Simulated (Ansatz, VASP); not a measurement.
## CdS: VASP beside Ansatz

```
Cd S
1.0
     3.89844    0.00000    0.00000
     0.00000    5.51149    0.00000
     0.00000    0.00000    3.89810
Cd S
2 2
Direct
  0.50000 0.50000 0.24303
  0.00000 0.00000 0.75697
  0.50000 0.00000 0.25516
  0.00000 0.50000 0.74484
```

Alike in both runs: task single point; functional PBEsol; k mesh 6 × 4 × 6; no spin polarisation.

```csv
,VASP,Ansatz
version,VASP 6.6.1,Ansatz 0.2.0
potentials or method,"VASP PAW PBE potentials, release 64 (Cd, S)","plane waves, PAW"
plane-wave cutoff (eV),520,420
occupations,"gaussian, width 0.01 eV",fixed
valence electrons in the cell,36,52
```

Ansatz gave:

| Quantity | Value |
| --- | --- |
| gap on the k mesh at the Fermi level (eV) | 0.14 |
| pressure (GPa) | -4.6 |
| traceless stress, the component that is largest in VASP (GPa) | -0.06 |

Which values does VASP return?

gap on the k mesh at the Fermi level (eV): 0.13; pressure (GPa): -4.2; traceless stress, the component that is largest in VASP (GPa): -0.06.

VASP's potentials were made for PBE, not for PBEsol. VASP's potentials hold 36 valence electrons a cell and Ansatz's 52, so a difference there can come from the potentials and not from the codes.
